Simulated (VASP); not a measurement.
# KBr (Fm-3m) in VASP: a series of runs

The runs below take KBr through single point, with r2SCAN.

All numbers are computed with VASP 6.6.1; they aren't measurements. Logs are shortened: lines on timing, memory, paths and dates and some standing lists are left out, and cuts for length are marked.

## Step 1: The cell of the first run

It takes space group Fm-3m (No. 225, cubic). Conventional cell: a = 6.687 Å, b = 6.687 Å, c = 6.687 Å, α = 90.00°, β = 90.00°, γ = 90.00°. Br (site symmetry m-3m) has 6 K at 3.34 Å within 4.4 Å. K (site symmetry m-3m) has 6 Br at 3.34 Å within 4.4 Å.

## Step 2: Single point, r2SCAN

POSCAR reads:

```
KBr
1.0
    0.0000000000      3.3434260326      3.3434260326
    3.3434260326      0.0000000000      3.3434260326
    3.3434260326      3.3434260326      0.0000000000
Br K
1 1
Direct
    0.5000000000      0.5000000000      0.5000000000
    0.0000000000      0.0000000000      0.0000000000
```

INCAR.step1 reads:

```
SYSTEM = KBr
  PREC = Accurate
  ENCUT = 520
  ISMEAR = -1
  SIGMA = 0.05
  LREAL = .FALSE.
  LASPH = .TRUE.
  NELM = 60
  NBANDS = 15
  GGA = PE
  ALGO = Normal
  EDIFF = 1E-4
  LWAVE = .TRUE.
  LCHARG = .FALSE.
```

INCAR.step2 reads:

```
SYSTEM = KBr
  PREC = Accurate
  ENCUT = 520
  EDIFF = 1E-7
  ISMEAR = -1
  SIGMA = 0.05
  LREAL = .FALSE.
  LASPH = .TRUE.
  NELM = 60
  ALGO = Normal
  ISIF = 2
  LWAVE = .FALSE.
  LCHARG = .TRUE.
  METAGGA = R2SCAN
  LMIXTAU = .TRUE.
  LELF = .TRUE.
  LVHAR = .TRUE.
  NBANDS = 15
  ISTART = 1
```

KPOINTS reads:

```
Automatic mesh
0
G
  7 7 7
  0 0 0
```

Potentials or basis: VASP PAW PBE potentials, release 64 (Br, K_sv).

Launch:

```sh
> cat potpaw_PBE.64/Br/POTCAR potpaw_PBE.64/K_sv/POTCAR > POTCAR
> cp INCAR.step1 INCAR
> mpirun -np 1 vasp_std > vasp.out
> cp INCAR.step2 INCAR
> mpirun -np 1 vasp_std > vasp.out
```

OUTCAR:

```text
SYSTEM = KBr
   PREC = Accurate
   ENCUT = 520
   EDIFF = 1E-7
   ISMEAR = -1
   LREAL = .FALSE.
   LASPH = .TRUE.
   NELM = 60
   ISIF = 2
   METAGGA = R2SCAN
   ISTART = 1

 ion  position               nearest neighbor table
   1  0.500  0.500  0.500-
   2  0.000  0.000  0.000-

  LATTYP: Found a face centered cubic cell.
 ALAT       =     6.6868520652

  Lattice vectors:

 A1 = (   0.0000000000,   3.3434260326,   3.3434260326)
 A2 = (   3.3434260326,   0.0000000000,   3.3434260326)
 A3 = (   3.3434260326,   3.3434260326,   0.0000000000)

Analysis of symmetry for initial positions (statically):
=====================================================================
 Subroutine PRICEL returns:
 Original cell was already a primitive cell.

 Routine SETGRP: Setting up the symmetry group for a
 face centered cubic supercell.

 Subroutine GETGRP returns: Found 48 space group operations
 (whereof 48 operations were pure point group operations)
 out of a pool of 48 trial point group operations.

The static configuration has the point symmetry O_h .

Analysis of symmetry for dynamics (positions and initial velocities):
=====================================================================
 Subroutine PRICEL returns:
 Original cell was already a primitive cell.

 Routine SETGRP: Setting up the symmetry group for a
 face centered cubic supercell.

 Subroutine GETGRP returns: Found 48 space group operations
 (whereof 48 operations were pure point group operations)
 out of a pool of 48 trial point group operations.

The dynamic configuration has the point symmetry O_h .

 Subroutine INISYM returns: Found 48 space group operations
 (whereof 48 operations are pure point group operations),
 and found     1 'primitive' translations

----------------------------------------------------------------------------------------

                                     Primitive cell

  volume of cell :      74.7490

  direct lattice vectors                    reciprocal lattice vectors
     0.000000000  3.343426033  3.343426033    -0.149547200  0.149547200  0.149547200
     3.343426033  0.000000000  3.343426033     0.149547200 -0.149547200  0.149547200
     3.343426033  3.343426033  0.000000000     0.149547200  0.149547200 -0.149547200

  length of vectors
     4.728318440  4.728318440  4.728318440     0.259023348  0.259023348  0.259023348

  position of ions in fractional coordinates (direct lattice)
     0.500000000  0.500000000  0.500000000
     0.000000000  0.000000000  0.000000000

  ion indices of the primitive-cell ions
   primitive index   ion index
                 1           1
                 2           2

----------------------------------------------------------------------------------------

 KPOINTS: Automatic mesh

Automatic generation of k-mesh.
 Grid dimensions read from file:
 generate k-points for:    7    7    7

 Generating k-lattice:

  Cartesian coordinates                     Fractional coordinates (reciprocal lattice)
    -0.021363886  0.021363886  0.021363886     0.142857143  0.000000000  0.000000000
     0.021363886 -0.021363886  0.021363886     0.000000000  0.142857143  0.000000000
     0.021363886  0.021363886 -0.021363886     0.000000000  0.000000000  0.142857143

  Length of vectors
     0.037003335  0.037003335  0.037003335

  Shift w.r.t. Gamma in fractional coordinates (k-lattice)
     0.000000000  0.000000000  0.000000000

 Subroutine IBZKPT returns following result:
 ===========================================

 Found     20 irreducible k-points:

 Following reciprocal coordinates:
            Coordinates               Weight
  0.000000  0.000000  0.000000      1.000000
  0.142857  0.000000  0.000000      8.000000
  0.285714  0.000000  0.000000      8.000000
  0.428571  0.000000  0.000000      8.000000
  0.142857  0.142857  0.000000      6.000000
  0.285714  0.142857  0.000000     24.000000
[... 12 lines left out ...]
 -0.428571  0.428571  0.142857     24.000000
 -0.285714  0.428571  0.142857     24.000000
   k-points           NKPTS =     20   k-points in BZ     NKDIM =     20   number of bands    NBANDS=     15
   number of dos      NEDOS =    301   number of ions     NIONS =      2
   total plane-waves  NPLWV =  46656
   dimension x,y,z NGX =    36 NGY =   36 NGZ =   36
   dimension x,y,z NGXF=    72 NGYF=   72 NGZF=   72
   ions per type =               1   1
   NGX,Y,Z   is equivalent  to a cutoff of  12.66, 12.66, 12.66 a.u.
   NGXF,Y,Z  is equivalent  to a cutoff of  25.31, 25.31, 25.31 a.u.
 SYSTEM =  KBr
   PREC   = accura    normal or accurate (medium, high low for compatibility)
   ISTART =      1    job   : 0-new  1-cont  2-samecut
   ICHARG =      0    charge: 1-file 2-atom 10-const
   ISPIN  =      1    spin polarized calculation?
   LNONCOLLINEAR =      F non collinear calculations
   LSORBIT =      F    spin-orbit coupling
   LASPH  =      T    aspherical Exc in radial PAW
   ENCUT  =  520.0 eV  38.22 Ry    6.18 a.u.   8.79  8.79  8.79*2*pi/ulx,y,z
   NELM   =     60;   NELMIN=  2; NELMDL=  0     # of ELM steps
   EDIFF  = 0.1E-06   stopping-criterion for ELM
   LREAL  =      F    real-space projection
   EDIFFG = 0.1E-05   stopping-criterion for IOM
   NSW    =      0    number of steps for IOM
   IBRION =     -1    ionic relax: 0-MD 1-quasi-New 2-CG
   NFREE  =      0    steps in history (QN), initial steepest desc. (CG)
   ISIF   =      2    stress and relaxation
   ISYM   =      2    0-nonsym 1-usesym 2-fastsym
   POTIM  = 0.5000    time-step for ionic-motion
   TEBEG  =    0.0;   TEEND  =   0.0 temperature during run
   PSTRESS=    0.0 pullay stress
   NELECT =      16.0000    total number of electrons
   NUPDOWN=      -1.0000    fix difference up-down
   EMIN   =  10.00;   EMAX   =-10.00  energy-range for DOS
   EFERMI =   0.00;   METHOD = LEGACY
   ISMEAR =    -1;   SIGMA  =   0.05  broadening in eV -4-tet -1-fermi 0-gaus
   EFERMI_NEDOS =   21; number of points for ismear=-14 and -15
   IALGO  =     38    algorithm
   IMIX   =      4    mixing-type and parameters
     AMIX     =   0.40;   BMIX     =  1.00
     AMIX_MAG =   1.60;   BMIX_MAG =  1.00
  volume/ion in A,a.u.               =      37.37       252.22
  Fermi-wavevector in a.u.,A,eV,Ry     =   0.979294  1.850597 13.048216  0.959017
  Thomas-Fermi vector in A             =   2.110136
   LORBIT       =      0    0 simple, 1 ext, 2 COOP (PROOUT), +10 PAW based schemes
   METAGGA = R2SCAN    functional components
   LHFCALC =     F    Hartree Fock is set to
   AEXX    =    0.0000 exact exchange contribution
   IVDW    =     0    specifies the selected vdW correction
   LEPSILON=     F    determine dielectric tensor
   LRPA    =     F    only Hartree local field effects (RPA)
 non-spin polarized calculation
  energy-cutoff  :      520.00
  volume of cell :       74.75
 maximum number of plane-waves:      2020
   NGX = 17   NGY = 17   NGZ = 17

 number of electron      15.9999999 magnetization

 Free energy of the ion-electron system (eV)
  ---------------------------------------------------
  ext. energy  EPLUGINS =         0.00000000
  ---------------------------------------------------
  free energy    TOTEN  =       -23.24474864 eV

  energy without entropy =      -23.24474864  energy(sigma->0) =      -23.24474864

 E-fermi :  -1.2358     XC(G=0):  -7.5800

 val. band max:       -2.2980266317   @ k =   0.0000   0.0000   0.0000
 cond. band min:       2.6722476512   @ k =   0.0000   0.0000   0.0000
 fundamental gap:      4.9702742830
 Fermi energy:        -1.2357913282

 k-point     1 :       0.0000    0.0000    0.0000
  band No.  band energies     occupation
      1     -31.2674      2.00000
      2     -14.9791      2.00000
      3     -13.9699      2.00000
      4     -13.9699      2.00000
      5     -13.9699      2.00000
      6      -2.2980      2.00000
      7      -2.2980      2.00000
      8      -2.2980      2.00000
      9       2.6722      0.00000
     10       5.9311      0.00000
     11       5.9311      0.00000
     12       5.9311      0.00000
     13       6.8870      0.00000
     14       6.8870      0.00000
     15       9.6411      0.00000

 k-point     2 :       0.1429    0.0000    0.0000
  band No.  band energies     occupation
      1     -31.2666      2.00000
      2     -15.0140      2.00000
      3     -13.9708      2.00000
      4     -13.9708      2.00000
      5     -13.9222      2.00000
      6      -2.5513      2.00000
      7      -2.3574      2.00000
      8      -2.3574      2.00000
      9       3.1486      0.00000
     10       5.7695      0.00000
     11       6.1730      0.00000
     12       6.1730      0.00000
     13       7.1425      0.00000
     14       7.1425      0.00000
     15      10.3862      0.00000

 k-point     3 :       0.2857    0.0000    0.0000
  band No.  band energies     occupation
      1     -31.2647      2.00000
      2     -15.0832      2.00000
      3     -13.9726      2.00000
      4     -13.9726      2.00000
      5     -13.8239      2.00000
      6      -3.0250      2.00000
      7      -2.4850      2.00000
      8      -2.4850      2.00000
      9       4.1160      0.00000
     10       5.7828      0.00000
     11       6.8387      0.00000
     12       6.8387      0.00000
     13       7.8300      0.00000
     14       7.8300      0.00000
     15      10.2451      0.00000
[... 271 lines left out ...]
 k-point    19 :      -0.4286    0.4286    0.1429
  band No.  band energies     occupation
      1     -31.2619      2.00000
      2     -14.9636      2.00000
      3     -14.0199      2.00000
      4     -14.0064      2.00000
      5     -13.9150      2.00000
      6      -3.0366      2.00000
      7      -2.6767      2.00000
      8      -2.6758      2.00000
      9       4.6864      0.00000
     10       5.8999      0.00000
     11       6.8769      0.00000
     12       7.9756      0.00000
     13       8.2394      0.00000
     14       8.9719      0.00000
     15       9.4398      0.00000

 k-point    20 :      -0.2857    0.4286    0.1429
  band No.  band energies     occupation
      1     -31.2618      2.00000
      2     -14.9883      2.00000
      3     -14.0249      2.00000
      4     -14.0052      2.00000
      5     -13.8770      2.00000
      6      -2.9253      2.00000
      7      -2.8954      2.00000
      8      -2.6857      2.00000
      9       5.2603      0.00000
     10       5.9777      0.00000
     11       6.7380      0.00000
     12       7.4260      0.00000
     13       8.8402      0.00000
     14       8.9005      0.00000
     15       9.6778      0.00000

------------------------ aborting loop because EDIFF is reached ----------------------------------------

  FORCE on cell =-STRESS in cart. coord.  units (eV):
  Direction    XX          YY          ZZ          XY          YZ          ZX
  --------------------------------------------------------------------------------------
  -------------------------------------------------------------------------------------
  Total       -0.2422046     -0.2422046     -0.2422046      0.0000000      0.0000000      0.0000000
  in kB       -5.1914391     -5.1914391     -5.1914391      0.0000000      0.0000000      0.0000000
  external PRESSURE =      -5.1914391 kB  Pullay stress =       0.0000000 kB

 VOLUME and BASIS-vectors are now :
 -----------------------------------------------------------------------------
  energy-cutoff  :      520.00
  volume of cell :       74.75
      direct lattice vectors                 reciprocal lattice vectors
     0.000000000  3.343426033  3.343426033    -0.149547200  0.149547200  0.149547200
     3.343426033  0.000000000  3.343426033     0.149547200 -0.149547200  0.149547200
     3.343426033  3.343426033  0.000000000     0.149547200  0.149547200 -0.149547200

 POSITION                                       TOTAL-FORCE (eV/Angst)
 -----------------------------------------------------------------------------------
      3.34343      3.34343      3.34343         0.000000      0.000000     -0.000000
      0.00000      0.00000      0.00000        -0.000000     -0.000000      0.000000
 -----------------------------------------------------------------------------------
    total drift:                                0.000000      0.000000      0.000000

  FREE ENERGIE OF THE ION-ELECTRON SYSTEM (eV)
  ---------------------------------------------------
  free  energy   TOTEN  =       -23.2447486411 eV

  energy  without entropy=      -23.2447486411  energy(sigma->0) =      -23.24474864
```

Run time: 82 s. Hardware: 1 thread of Intel Xeon Platinum 8375C at 2.90GHz (Ice Lake), shared host; peak memory 0.22 GiB.

What came out:

```
Free energy            : -23.2447 eV
Pressure               : -0.5 GPa
Band gap on the k mesh : 4.97 eV, direct
```

Caveat: the PAW data sets were made with another functional, which shifts forces and pressure a little. A k mesh can miss the band edges.

## Step 3: Single point, r2SCAN

This run uses another cell than the first one, of 38.09 Å³/atom, 1.019 times its volume.

POSCAR reads:

```
KBr
1.0
    0.0000000000      3.3647223140      3.3647223140
    3.3647223140      0.0000000000      3.3647223140
    3.3647223140      3.3647223140      0.0000000000
Br K
1 1
Direct
    0.5000000000      0.5000000000      0.5000000000
    0.0000000000      0.0000000000      0.0000000000
```

INCAR.step1, as its differences from that of step 2:

```diff
@@ -7,3 +7,3 @@
   LASPH = .TRUE.
-  NELM = 60
+  NELM = 100
   NBANDS = 15
```

INCAR.step2, as its differences from that of step 2:

```diff
@@ -3,3 +3,3 @@
   ENCUT = 520
-  EDIFF = 1E-7
+  EDIFF = 1E-6
   ISMEAR = -1
@@ -8,3 +8,3 @@
   LASPH = .TRUE.
-  NELM = 60
+  NELM = 100
   ALGO = Normal
```

KPOINTS is that of step 2.

Potentials or basis: VASP PAW PBE potentials, release 64 (Br, K_sv).

Launch:

```sh
> cat potpaw_PBE.64/Br/POTCAR potpaw_PBE.64/K_sv/POTCAR > POTCAR
> cp INCAR.step1 INCAR
> mpirun -np 1 vasp_std > vasp.out
> cp INCAR.step2 INCAR
> mpirun -np 1 vasp_std > vasp.out
```

OUTCAR:

```text
SYSTEM = KBr
   PREC = Accurate
   ENCUT = 520
   EDIFF = 1E-6
   ISMEAR = -1
   LREAL = .FALSE.
   LASPH = .TRUE.
   NELM = 100
   ISIF = 2
   METAGGA = R2SCAN
   ISTART = 1

 ion  position               nearest neighbor table
   1  0.500  0.500  0.500-
   2  0.000  0.000  0.000-

  LATTYP: Found a face centered cubic cell.
 ALAT       =     6.7294446280

  Lattice vectors:

 A1 = (   0.0000000000,   3.3647223140,   3.3647223140)
 A2 = (   3.3647223140,   0.0000000000,   3.3647223140)
 A3 = (   3.3647223140,   3.3647223140,   0.0000000000)

Analysis of symmetry for initial positions (statically):
=====================================================================
 Subroutine PRICEL returns:
 Original cell was already a primitive cell.

 Routine SETGRP: Setting up the symmetry group for a
 face centered cubic supercell.

 Subroutine GETGRP returns: Found 48 space group operations
 (whereof 48 operations were pure point group operations)
 out of a pool of 48 trial point group operations.

The static configuration has the point symmetry O_h .
[... 165 lines left out ...]
      2     -15.0267      2.00000
      3     -14.0810      2.00000
      4     -14.0810      2.00000
      5     -14.0810      2.00000
      6      -2.3671      2.00000
      7      -2.3671      2.00000
      8      -2.3671      2.00000
      9       2.5523      0.00000
     10       5.8568      0.00000
     11       5.8569      0.00000
     12       5.8569      0.00000
     13       6.8009      0.00000
     14       6.8009      0.00000
[... 329 lines left out ...]
      2     -15.0377      2.00000
      3     -14.1316      2.00000
      4     -14.1135      2.00000
      5     -13.9907      2.00000
      6      -2.9746      2.00000
      7      -2.9481      2.00000
      8      -2.7413      2.00000
      9       5.1724      0.00000
     10       5.8720      0.00000
     11       6.5889      0.00000
     12       7.2796      0.00000
     13       8.7107      0.00000
     14       8.7625      0.00000
     15       9.5069      0.00000

------------------------ aborting loop because EDIFF is reached ----------------------------------------

  FORCE on cell =-STRESS in cart. coord.  units (eV):
  Direction    XX          YY          ZZ          XY          YZ          ZX
  --------------------------------------------------------------------------------------
  -------------------------------------------------------------------------------------
  Total       -0.3621388     -0.3621388     -0.3621388      0.0000000      0.0000000      0.0000000
  in kB       -7.6156679     -7.6156679     -7.6156679      0.0000000      0.0000000      0.0000000
  external PRESSURE =      -7.6156679 kB  Pullay stress =       0.0000000 kB

 VOLUME and BASIS-vectors are now :
 -----------------------------------------------------------------------------
  energy-cutoff  :      520.00
  volume of cell :       76.19
      direct lattice vectors                 reciprocal lattice vectors
     0.000000000  3.364722314  3.364722314    -0.148600673  0.148600673  0.148600673
     3.364722314  0.000000000  3.364722314     0.148600673 -0.148600673  0.148600673
     3.364722314  3.364722314  0.000000000     0.148600673  0.148600673 -0.148600673

 POSITION                                       TOTAL-FORCE (eV/Angst)
 -----------------------------------------------------------------------------------
      3.36472      3.36472      3.36472         0.000000     -0.000000     -0.000000
      0.00000      0.00000      0.00000        -0.000000      0.000000      0.000000
 -----------------------------------------------------------------------------------
    total drift:                                0.000000      0.000000      0.000000

  FREE ENERGIE OF THE ION-ELECTRON SYSTEM (eV)
  ---------------------------------------------------
  free  energy   TOTEN  =       -23.2391928564 eV

  energy  without entropy=      -23.2391928564  energy(sigma->0) =      -23.23919286
```

Wall time 73 s (1 thread of Intel Xeon Platinum 8375C at 2.90GHz (Ice Lake), shared host); peak memory 0.22 GiB.

What came out:

```
Free energy            : -23.2392 eV
Pressure               : -0.8 GPa
Band gap on the k mesh : 4.92 eV, direct
```

Levels at points of the mesh, in eV from the valence-band top:
```
           k point  band 6  band 7  band 8  band 9  band 10  band 11
(0.00, 0.00, 0.00)    0.00    0.00    0.00    4.92     8.22     8.22
```

Caveat: the PAW data sets were made with another functional, which shifts forces and pressure a little.
